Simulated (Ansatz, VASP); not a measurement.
# HfC: VASP beside Ansatz

```
CELL_PARAMETERS angstrom
3.84508 0.01197 0.01677
-1.91217 3.32881 0.02803
0.02021 0.05068 4.61943
ATOMIC_POSITIONS crystal
Hf 0.64316 0.28870 0.03250
Hf 0.31497 0.66146 0.55688
C 0.72092 0.36865 0.61216
C 0.32095 0.68119 0.04886
```

Change from the starting cell: all atoms moved at random (sigma 0.1 Å), cell strained at random (1 %).

Alike in both runs: task single point; functional PBE; k mesh 12 × 12 × 6; occupations gaussian, width 0.05 eV; no spin polarisation.

|  | VASP | Ansatz |
| --- | --- | --- |
| version | VASP 6.6.1 | Ansatz 0.2.0 |
| potentials or method | VASP PAW PBE potentials, release 64 (Hf_pv, C), cutoff 520 eV | scalar-relativistic, plane waves, PAW |
| valence electrons in the cell | 28 | 60 |

VASP gave:

| Quantity | Value |
| --- | --- |
| gap on the k mesh at the Fermi level (eV) | 0.59 |
| least direct gap on the mesh (eV) | 0.98 |
| pressure (GPa) | 11.8 |
| traceless stress, the component that is largest in VASP (GPa) | 9.05 |
| rms of the force components (eV/Å) | 2.556 |

Problem. Estimate Ansatz's values.

Solution. gap on the k mesh at the Fermi level (eV): 0.56; least direct gap on the mesh (eV): 0.97; pressure (GPa): 12.0; traceless stress, the component that is largest in VASP (GPa): 9.00; rms of the force components (eV/Å): 2.534.

Atom by atom the forces differ by 0.026 eV/Å (rms over components). The functional is the same, so the differences come from potentials, cutoffs and numerics. VASP's potentials hold 28 valence electrons a cell and Ansatz's 60, so a difference there can come from the potentials and not from the codes.

Spin-orbit coupling is off throughout.
